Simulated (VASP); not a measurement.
Input of a VASP 6.6.1 run:

The input POSCAR:

```
TaF3
1.0
    4.1143419376      0.0000000000      0.0000000000
    0.0000000000      4.1143419376      0.0000000000
    0.0000000000      0.0000000000      4.1143419376
Ta F
1 3
Direct
    0.0000000000      0.0000000000      0.0000000000
    0.5000000000      0.0000000000      0.0000000000
    0.0000000000      0.5000000000      0.0000000000
    0.0000000000      0.0000000000      0.5000000000
```

File INCAR.step1:

```
SYSTEM = TaF3
PREC = Accurate
ENCUT = 770
ISMEAR = -1
SIGMA = 0.1
LREAL = .False.
LASPH = .True.
NELM = 200
LMAXMIX = 4
LDAU = .True.
LDAUTYPE = 2
LDAUL = 2 -1
LDAUU = 4 0
LDAUJ = 0 0
NBANDS = 25
GGA = PE
ALGO = Normal
EDIFF = 1E-5
LWAVE = .True.
LCHARG = .False.
GGA_COMPAT = .False.
```

Contents of INCAR.step2:

```
SYSTEM = TaF3
PREC = Accurate
ENCUT = 770
EDIFF = 1E-6
ISMEAR = -1
SIGMA = 0.1
LREAL = .False.
LASPH = .True.
NELM = 200
ALGO = Normal
ISIF = 2
LWAVE = .False.
LCHARG = .True.
LMAXMIX = 4
LDAU = .True.
LDAUTYPE = 2
LDAUL = 2 -1
LDAUU = 4 0
LDAUJ = 0 0
LDAUPRINT = 1
METAGGA = R2SCAN
LMIXTAU = .True.
LELF = .True.
LVHAR = .True.
NBANDS = 25
ISTART = 1
GGA_COMPAT = .False.
```

The input KPOINTS:

```
regular mesh
0
Gamma
  5 5 5
  0 0 0
```

Potentials or basis: VASP PAW PBE potentials, release 64 (Ta_sv_GW, F).

Command:

```sh
$ cat potpaw_PBE.64/Ta_sv_GW/POTCAR potpaw_PBE.64/F/POTCAR > POTCAR
$ cp INCAR.step1 INCAR
$ mpirun -np 1 vasp_std > vasp.out
$ cp INCAR.step2 INCAR
$ mpirun -np 1 vasp_std > vasp.out
```

Task: Predict the pressure.

Result: 1.4 GPa.

Task: What does it give for the band gap on the k mesh?

Result: Zero (bands 17 and 18 overlap by 1.97 eV).

Eigenvalues of the final occupation matrices:
| site | spin | trace | eigenvalues |
| --- | --- | --- | --- |
| site 1 d | 1 | 1.10 | 0.12 0.12 0.29 0.29 0.29 |
| site 1 d | 2 | 1.10 | 0.12 0.12 0.29 0.29 0.29 |

Caveat: the PAW data sets were made with another functional, which shifts forces and pressure a little; spin-orbit coupling is left out, which moves the levels of the heavy elements; U without spin polarisation on a metal has little footing.
